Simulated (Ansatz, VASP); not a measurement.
CdSe: VASP beside Ansatz

```
Cd Se
1.0
     0.00000    3.01263    3.01263
     3.01263    0.00000    3.01263
     3.18073    3.18073   -0.16810
Cd Se
1 1
Cartesian
  0.0000 0.0000 0.0000
  4.6450 4.6450 4.3929
```

Alike in both runs: task single point; functional PBEsol; k mesh 10 × 10 × 10; occupations gaussian, width 0.05 eV; no spin polarisation.

|  | VASP | Ansatz |
| --- | --- | --- |
| version | VASP 6.6.1 | Ansatz 0.2.0 |
| potentials or method | VASP PAW PBE potentials, release 64 (Cd, Se), cutoff 520 eV | scalar-relativistic, plane waves, PAW |
| valence electrons in the cell | 18 | 36 |

```csv
,VASP,Ansatz,Ansatz less VASP
gap on the k mesh at the Fermi level (eV),0.34,0.35,+0.001
least direct gap on the mesh (eV),0.34,0.35,+0.001
pressure (GPa),-1.7,-1.9,-0.28
"traceless stress, the component that is largest in VASP (GPa)",-1.74,-1.69,+0.042
rms of the force components (eV/Å),0.171,0.160,-0.0108
```

VASP's potentials were made for PBE, not for PBEsol. Atom by atom the forces differ by 0.011 eV/Å (rms over components). The functional is the same, so the differences come from potentials, cutoffs and numerics. VASP's potentials hold 18 valence electrons a cell and Ansatz's 36, so a difference there can come from the potentials and not from the codes.
